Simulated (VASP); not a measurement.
Runs of VASP 6.6.1 on Lu. The structure is that of space group Im-3m (No. 229), or close to it. The cells are those of the table. 

```tsv
cell	gap on the mesh (eV)	pressure (GPa)
a = 3.077 Å, angles 70.5, 109.5, 70.5°, 1 atom	none	(a)
a = 3.149 Å, angles 70.5, 109.5, 70.5°, 1 atom	none	5.4
a = 3.241 Å, angles 70.5, 109.5, 70.5°, 1 atom	none	0.3
a = 2.969 Å, angles 70.5, 109.5, 70.5°, 1 atom	none	20.8
```

Alike in all rows: task single point; level LDA; potentials or basis VASP PAW PBE potentials, release 64 (Lu); no spin polarisation; k mesh 17 × 17 × 17; cutoff (eV) 520; smearing fermi-dirac 0.1 eV.

Task: Fill in the values left out.

Result: (a) 10.4.

Caveats: the PAW data sets were made with another functional, which shifts forces and pressure a little; spin-orbit coupling is left out, which moves the levels of the heavy elements.

A k mesh can miss the band edges, and the runs leave out spin-orbit coupling on Lu.

A gap of «none» marks levels without a gap at the run's occupations.
